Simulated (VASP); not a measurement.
# CuO (C2/c) in VASP: notebook

CuO is run at these levels: RPBE+D4; tasks: single point.

Program: VASP 6.6.1. These are calculated values, not measurements. Logs are shortened: lines on timing, memory, paths and dates and some standing lists are left out, and cuts for length are marked.

### Step 1. The cell of the first run

The structure is monoclinic, space group C2/c (No. 15). The conventional cell has a = 4.588 Å, b = 3.353 Å, c = 5.024 Å, α = 90.00°, β = 99.54°, γ = 90.00°. Cu (site symmetry -1) has 4 O at 1.91 to 1.92 Å within 2.5 Å. O (site symmetry 2) has 4 Cu at 1.91 to 1.92 Å and 2 O at 2.57 Å within 2.6 Å.

### Step 2. Single point, RPBE+D4

File INCAR:

```
SYSTEM = CuO
  PREC = Accurate
  ENCUT = 520
  EDIFF = 1E-6
  ISMEAR = -1
  SIGMA = 0.05
  LREAL = .False.
  LASPH = .True.
  NELM = 100
  ALGO = Normal
  ISIF = 2
  LWAVE = .False.
  LCHARG = .True.
  GGA = RP
  IVDW = 13
  LELF = .True.
  LVHAR = .True.
  NBANDS = 25
```

File KPOINTS:

```
regular mesh
0
Gamma
  10 10 5
  0 0 0
```

File POSCAR:

```
CuO
1.0
    2.2940437287     -1.6763657078      0.0000000000
    2.2940437287      1.6763657078      0.0000000000
   -0.8326750593      0.0000000000      4.9546185987
Cu O
2 2
Direct
    0.5000000000      0.0000000000      0.5000000000
    0.0000000000      0.5000000000      0.0000000000
    0.4184000000      0.5816000000      0.7500000000
    0.5816000000      0.4184000000      0.2500000000
```

Potentials or basis: VASP PAW PBE potentials, release 64 (Cu, O).

Started as:

```bash
$ cat potpaw_PBE.64/Cu/POTCAR potpaw_PBE.64/O/POTCAR > POTCAR
$ mpirun -np 1 vasp_std > vasp.out
```

OUTCAR:

```text
SYSTEM = CuO
   PREC = Accurate
   ENCUT = 520
   EDIFF = 1E-6
   ISMEAR = -1
   LREAL = .False.
   LASPH = .True.
   NELM = 100
   ISIF = 2
   GGA = RP
   IVDW = 13

 ion  position               nearest neighbor table
   1  0.500  0.000  0.500-   3 1.91   4 1.91   4 1.92   3 1.92
   2  0.000  0.500  0.000-   4 1.91   3 1.91   4 1.92   3 1.92
   3  0.418  0.582  0.750-   2 1.91   1 1.91   2 1.92   1 1.92
   4  0.582  0.418  0.250-   1 1.91   2 1.91   2 1.92   1 1.92

  LATTYP: Found a base centered monoclinic cell.
 ALAT       =     4.5880874574
 B/A-ratio  =     0.7307470589
 C/A-ratio  =     1.0950317057
 COS(beta)  =    -0.1657361228

  Lattice vectors:

 A1 = (   2.2940437287,  -1.6763657078,   0.0000000000)
 A2 = (   2.2940437287,   1.6763657078,   0.0000000000)
 A3 = (  -0.8326750593,   0.0000000000,   4.9546185987)

Analysis of symmetry for initial positions (statically):
=====================================================================
 Subroutine PRICEL returns:
 Original cell was already a primitive cell.

 Routine SETGRP: Setting up the symmetry group for a
 base centered monoclinic supercell.

 Subroutine GETGRP returns: Found  4 space group operations
 (whereof  2 operations were pure point group operations)
 out of a pool of  4 trial point group operations.

The static configuration has the point symmetry S_2 .
 The point group associated with its full space group is C_2h.

Analysis of symmetry for dynamics (positions and initial velocities):
=====================================================================
 Subroutine PRICEL returns:
 Original cell was already a primitive cell.

 Routine SETGRP: Setting up the symmetry group for a
 base centered monoclinic supercell.

 Subroutine GETGRP returns: Found  4 space group operations
 (whereof  2 operations were pure point group operations)
 out of a pool of  4 trial point group operations.

The dynamic configuration has the point symmetry S_2 .
 The point group associated with its full space group is C_2h.

 Subroutine INISYM returns: Found  4 space group operations
 (whereof  2 operations are pure point group operations),
 and found     1 'primitive' translations

----------------------------------------------------------------------------------------

                                     Primitive cell

  volume of cell :      38.1075

  direct lattice vectors                    reciprocal lattice vectors
     2.294043729 -1.676365708  0.000000000     0.217955741 -0.298264274  0.036629723
     2.294043729  1.676365708  0.000000000     0.217955741  0.298264274  0.036629723
    -0.832675059  0.000000000  4.954618599     0.000000000  0.000000000  0.201831883

  length of vectors
     2.841274118  2.841274118  5.024101234     0.371225024  0.371225024  0.201831883

  position of ions in fractional coordinates (direct lattice)
     0.500000000  0.000000000  0.500000000
     0.000000000  0.500000000  0.000000000
     0.418400000  0.581600000  0.750000000
     0.581600000  0.418400000  0.250000000

  ion indices of the primitive-cell ions
   primitive index   ion index
                 1           1
                 2           2
                 3           3
                 4           4

----------------------------------------------------------------------------------------

 KPOINTS: regular mesh

Automatic generation of k-mesh.
 Grid dimensions read from file:
 generate k-points for:   10   10    5

 Generating k-lattice:

  Cartesian coordinates                     Fractional coordinates (reciprocal lattice)
     0.021795574 -0.029826427  0.003662972     0.100000000  0.000000000  0.000000000
     0.021795574  0.029826427  0.003662972     0.000000000  0.100000000  0.000000000
     0.000000000  0.000000000  0.040366377     0.000000000  0.000000000  0.200000000

  Length of vectors
     0.037122502  0.037122502  0.040366377

  Shift w.r.t. Gamma in fractional coordinates (k-lattice)
     0.000000000  0.000000000  0.000000000

 Subroutine IBZKPT returns following result:
 ===========================================

 Found    141 irreducible k-points:

 Following reciprocal coordinates:
            Coordinates               Weight
  0.000000  0.000000  0.000000      1.000000
  0.100000  0.000000 -0.000000      4.000000
  0.200000  0.000000 -0.000000      4.000000
  0.300000  0.000000 -0.000000      4.000000
  0.400000  0.000000  0.000000      4.000000
  0.500000 -0.000000 -0.000000      2.000000
[... 16 lines left out ...]
  0.300000  0.300000 -0.000000      2.000000
  0.400000  0.300000  0.000000      4.000000
 [... further k-points ...]
   k-points           NKPTS =    141   k-points in BZ     NKDIM =    141   number of bands    NBANDS=     25
   number of dos      NEDOS =    301   number of ions     NIONS =      4
   total plane-waves  NPLWV =  23040
   dimension x,y,z NGX =    24 NGY =   24 NGZ =   40
   dimension x,y,z NGXF=    48 NGYF=   48 NGZF=   80
   ions per type =               2   2
   NGX,Y,Z   is equivalent  to a cutoff of  14.04, 14.04, 13.24 a.u.
   NGXF,Y,Z  is equivalent  to a cutoff of  28.09, 28.09, 26.47 a.u.
 SYSTEM =  CuO
   PREC   = accura    normal or accurate (medium, high low for compatibility)
   ISTART =      0    job   : 0-new  1-cont  2-samecut
   ICHARG =      2    charge: 1-file 2-atom 10-const
   ISPIN  =      1    spin polarized calculation?
   LNONCOLLINEAR =      F non collinear calculations
   LSORBIT =      F    spin-orbit coupling
   LASPH  =      T    aspherical Exc in radial PAW
   ENCUT  =  520.0 eV  38.22 Ry    6.18 a.u.   5.28  5.28  9.34*2*pi/ulx,y,z
   NELM   =    100;   NELMIN=  2; NELMDL= -5     # of ELM steps
   EDIFF  = 0.1E-05   stopping-criterion for ELM
   LREAL  =      F    real-space projection
   EDIFFG = 0.1E-04   stopping-criterion for IOM
   NSW    =      0    number of steps for IOM
   IBRION =     -1    ionic relax: 0-MD 1-quasi-New 2-CG
   NFREE  =      0    steps in history (QN), initial steepest desc. (CG)
   ISIF   =      2    stress and relaxation
   ISYM   =      2    0-nonsym 1-usesym 2-fastsym
   POTIM  = 0.5000    time-step for ionic-motion
   TEBEG  =    0.0;   TEEND  =   0.0 temperature during run
   PSTRESS=    0.0 pullay stress
   NELECT =      34.0000    total number of electrons
   NUPDOWN=      -1.0000    fix difference up-down
   EMIN   =  10.00;   EMAX   =-10.00  energy-range for DOS
   EFERMI =   0.00;   METHOD = LEGACY
   ISMEAR =    -1;   SIGMA  =   0.05  broadening in eV -4-tet -1-fermi 0-gaus
   EFERMI_NEDOS =   21; number of points for ismear=-14 and -15
   IALGO  =     38    algorithm
   IMIX   =      4    mixing-type and parameters
     AMIX     =   0.40;   BMIX     =  1.00
     AMIX_MAG =   1.60;   BMIX_MAG =  1.00
  volume/ion in A,a.u.               =       9.53        64.29
  Fermi-wavevector in a.u.,A,eV,Ry     =   1.576029  2.978263 33.795074  2.483868
  Thomas-Fermi vector in A             =   2.676924
   LORBIT       =      0    0 simple, 1 ext, 2 COOP (PROOUT), +10 PAW based schemes
   GGA     = RP    functional components
   LHFCALC =     F    Hartree Fock is set to
   AEXX    =    0.0000 exact exchange contribution
   IVDW    =    13    specifies the selected vdW correction
   LEPSILON=     F    determine dielectric tensor
   LRPA    =     F    only Hartree local field effects (RPA)
 non-spin polarized calculation
  energy-cutoff  :      520.00
  volume of cell :       38.11
 maximum number of plane-waves:      1039
 NGX is ok and might be reduce to    24
   NGX = 11   NGY = 11   NGZ = 19

 number of electron      33.9999992 magnetization

 Free energy of the ion-electron system (eV)
  ---------------------------------------------------
  ext. energy  EPLUGINS =         0.00000000
  ---------------------------------------------------
  free energy    TOTEN  =       -17.45547456 eV

  energy without entropy =      -17.43701978  energy(sigma->0) =      -17.44624717

 E-fermi :   6.7770     XC(G=0): -12.0724

 val. band max:        6.7554699090   @ k =   0.4000   0.0000   0.0000
 cond. band min:       6.7800806910   @ k =  -0.4000   0.2000   0.4000
 fundamental gap:      0.0246107821
 Fermi energy:         6.7769720421

 k-point     1 :       0.0000    0.0000    0.0000
  band No.  band energies     occupation
      1     -13.8715      2.00000
      2     -12.3874      2.00000
      3      -2.0145      2.00000
      4       0.7279      2.00000
      5       1.1401      2.00000
      6       3.1410      2.00000
[... 17 lines left out ...]
     24      23.4944      0.00000
     25      23.8465      0.00000

 k-point     2 :       0.1000    0.0000   -0.0000
  band No.  band energies     occupation
      1     -13.7964      2.00000
      2     -12.3646      2.00000
      3      -1.8982      2.00000
      4       0.7094      2.00000
      5       1.1088      2.00000
      6       2.3061      2.00000
[... 17 lines left out ...]
     24      23.1660      0.00000
     25      24.2729      0.00000

 k-point     3 :       0.2000    0.0000   -0.0000
  band No.  band energies     occupation
      1     -13.5919      2.00000
      2     -12.3038      2.00000
      3      -1.5868      2.00000
      4       0.6375      2.00000
      5       0.9646      2.00000
      6       1.2346      2.00000
[... 17 lines left out ...]
     24      22.2573      0.00000
     25      23.7966      0.00000

 k-point     4 :       0.3000    0.0000   -0.0000
  band No.  band energies     occupation
      1     -13.3212      2.00000
      2     -12.2272      2.00000
      3      -1.1929      2.00000
      4      -0.0104      2.00000
      5       0.5494      2.00000
      6       1.1196      2.00000
[... 17 lines left out ...]
     24      21.1448      0.00000
     25      23.3609      0.00000
[... 477 lines left out ...]
 k-point    22 :      -0.2000    0.2000    0.0000
  band No.  band energies     occupation
      1     -13.2587      2.00000
      2     -12.1981      2.00000
      3      -1.0911      2.00000
      4       0.4930      2.00000
      5       0.5309      2.00000
      6       0.8573      2.00000
[... 17 lines left out ...]
     24      21.0393      0.00000
     25      21.4004      0.00000

 k-point    23 :       0.3000    0.3000   -0.0000
  band No.  band energies     occupation
      1     -12.9849      2.00000
      2     -12.1812      2.00000
      3      -0.5889      2.00000
      4      -0.0627      2.00000
      5       0.9594      2.00000
      6       0.9799      2.00000
[... 17 lines left out ...]
     24      21.8766      0.00000
     25      22.1323      0.00000

 k-point    24 :       0.4000    0.3000    0.0000
  band No.  band energies     occupation
      1     -12.7725      2.00000
      2     -12.1318      2.00000
      3      -0.5978      2.00000
      4      -0.2819      2.00000
      5       0.7238      2.00000
      6       0.9629      2.00000
[... 17 lines left out ...]
     24      20.6815      0.00000
     25      21.6262      0.00000

 [... further k-points ...]

------------------------ aborting loop because EDIFF is reached ----------------------------------------

  DFT-D4 for vdW energy calculation

  Edisp (eV):   -2.90060

  FORCE on cell =-STRESS in cart. coord.  units (eV):
  Direction    XX          YY          ZZ          XY          YZ          ZX
  --------------------------------------------------------------------------------------
  -------------------------------------------------------------------------------------
  Total       3.85527     2.87379     4.26269     0.00000     0.00000    -0.85522
  in kB     162.08925   120.82428   179.21885     0.00000     0.00000   -35.95639
  external pressure =      154.04 kB  Pullay stress =        0.00 kB

 VOLUME and BASIS-vectors are now :
 -----------------------------------------------------------------------------
  energy-cutoff  :      520.00
  volume of cell :       38.11
      direct lattice vectors                 reciprocal lattice vectors
     2.294043729 -1.676365708  0.000000000     0.217955741 -0.298264274  0.036629723
     2.294043729  1.676365708  0.000000000     0.217955741  0.298264274  0.036629723
    -0.832675059  0.000000000  4.954618599     0.000000000  0.000000000  0.201831883

 POSITION                                       TOTAL-FORCE (eV/Angst)
 -----------------------------------------------------------------------------------
      0.73068     -0.83818      2.47731         0.000000      0.000000      0.000000
      1.14702      0.83818      0.00000         0.000000      0.000000      0.000000
      1.66954      0.27358      3.71596        -0.000000      0.074256      0.000000
      2.08587     -0.27358      1.23865         0.000000     -0.074256      0.000000
 -----------------------------------------------------------------------------------
    total drift:                                0.000000      0.000000     -0.000000

  FREE ENERGIE OF THE ION-ELECTRON SYSTEM (eV)
  ---------------------------------------------------
  free  energy   TOTEN  =       -20.3560738013 eV

  energy  without entropy=      -20.3376190213  energy(sigma->0) =      -20.34684641
```

Run time: 2 min. Hardware: 1 thread of Intel Xeon Platinum 8259CL at 2.50GHz (Skylake/Cascade Lake), shared host; peak memory 0.24 GiB.

Results:

* Free energy: -20.3561 eV
* Pressure: 15.4 GPa
* Largest force: 0.074 eV/Å
* Band gap on the k mesh: zero (bands 17 and 18 overlap by 0.60 eV)
* Dispersion energy per atom: -0.725 eV

Forces on the atoms (eV/Å):
```
Cu   0.000  0.000  0.000
Cu   0.000  0.000  0.000
O    0.000  0.074  0.000
O    0.000 -0.074  0.000
```

Caveat: the cell stands under pressure; the PAW data sets were made with another functional, which shifts forces and pressure a little; semilocal functionals often make such compounds metallic where correlation or magnetic order opens a gap, which also shifts bond lengths.

[end of part 1 of 2]
